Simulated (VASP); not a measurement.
A run of VASP 6.6.1 is set up as follows.

File INCAR:

```
SYSTEM = AlAs
ALGO = Normal
EDIFF = 1E-7
EDIFFG = -0.002
ENCUT = 500
GGA = PS
GGA_COMPAT = .FALSE.
IBRION = 2
ISIF = 3
ISMEAR = 0
LASPH = .TRUE.
LCHARG = .FALSE.
LREAL = .FALSE.
LWAVE = .FALSE.
NELM = 120
NELMIN = 4
NSW = 100
PREC = Accurate
PSTRESS = 20.0
SIGMA = 0.01
```

The input KPOINTS:

```
k-points
0
G
  8 8 8
  0 0 0
```

The input POSCAR:

```
AlAs
1.0
    0.0000000000      2.8373321420      2.8373321420
    2.8373321420      0.0000000000      2.8373321420
    2.8373321420      2.8373321420      0.0000000000
Al As
1 1
Direct
    0.0000000000      0.0000000000      0.0000000000
    0.7500000000      0.7500000000      0.7500000000
```

Potentials or basis: VASP PAW PBE potentials, release 64 (Al, As).

Run with:

```sh
$ cat potpaw_PBE.64/Al/POTCAR potpaw_PBE.64/As/POTCAR > POTCAR
$ mpirun -np 1 vasp_std > vasp.out
```

Q: Estimate the space group after relaxing (to 0.05 Å).

A: F-43m (No. 216).

Q: Predict the band gap on the k mesh.

A: 1.29 eV, indirect (least direct gap 2.10 eV).

Q: Estimate the relaxed cell.

A: a = 3.983 Å, b = 3.983 Å, c = 3.983 Å, α = 60.00°, β = 60.00°, γ = 60.00°.

Q: Predict the relaxed volume.

A: 22.34 Å³/atom.

The path:
```
step  energy change (eV)  largest force (eV/Å)  pressure (GPa)  volume (Å³)
   1              0.0000                0.0000            0.27        45.68
   2              0.0166                0.0000            3.12        44.07
   3              0.0071                0.0000            2.00        44.67
```

Caveat: the cell is relaxed towards a set pressure, so the enthalpy falls and the energy may rise; the PAW data sets were made with another functional, which shifts forces and pressure a little. As with any semilocal functional, this PBEsol gap is likely too small.
